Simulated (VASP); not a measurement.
# Al3Si8N3: single point with PBE

Al3Si8N3:

```
Al N Si
1.0
     5.77320   -0.06485   -0.25154
    -0.06485    5.94714    0.06850
    -0.25154    0.06850    6.52735
Al N Si
3 3 8
Direct
  0.40086 0.94852 0.03223
  0.11208 0.38714 0.15864
  0.24127 0.99619 0.45227
  0.88551 0.61526 0.90629
  0.50182 0.39403 0.70458
  0.97089 0.85275 0.27420
  0.98176 0.75610 0.67971
  0.75306 0.72223 0.14129
  0.93803 0.10414 0.83922
  0.31955 0.49789 0.90418
  0.44423 0.59209 0.51182
  0.05333 0.36274 0.56429
  0.78425 0.11827 0.30658
  0.55882 0.04509 0.71128
```

```
Program                : VASP 6.6.1
Task                   : single point
Functional             : PBE
Potentials or basis    : VASP PAW PBE potentials, release 64 (Al, N, Si)
Cutoff                 : 520 eV
k mesh                 : 1 × 1 × 1, shifted
Occupations            : fermi-dirac, width 0.3447 eV
Spin                   : no spin polarisation
Dipole correction      : no
Further INCAR settings : ALGO = Normal; EDIFF = 1e-06; NBANDS = 41; ISYM = 0
```

```yaml
Pressure: -2.2 GPa
Largest_force: 3.761 eV/Å
Band_gap_on_the_k_mesh: 0.36 eV
```

Forces in eV/Å, atoms in the order of the input:
```
Al  -0.642 -0.007  0.818
Al  -1.397 -0.767  1.113
Al  -0.543 -0.687 -1.865
N   -0.288 -0.007  2.470
N   -0.991 -0.811  1.469
N    1.863  2.561  1.885
Si  -0.336 -2.147  1.370
Si  -0.442 -1.639 -2.584
Si   1.341  1.020  0.509
Si   2.272  1.049 -2.807
Si   0.245  0.019 -1.212
Si  -0.674 -0.246 -0.100
Si  -0.264 -0.505 -0.105
Si  -0.146  2.167 -0.961
```

Stress tensor (GPa, compression positive):
```
-1.05  1.24 -0.44
 1.24 -2.31 -2.86
-0.44 -2.86 -3.34
```

Levels at points of the mesh, in eV from the valence-band top:
```tsv
k point	band 24	band 25	band 26	band 27	band 28	band 29	band 30	band 31	band 32	band 33
(0.25, 0.25, 0.25)	-1.27	-0.87	-0.70	-0.22	0.00	0.36	1.14	1.32	1.50	1.88
```

Run time: 16 s on 1 thread of AMD EPYC 9R45 96-Core Processor (Zen 5), on a shared host, peak memory 0.29 GiB.

Caveat: the k points lie up to 1.09 Å⁻¹ apart.
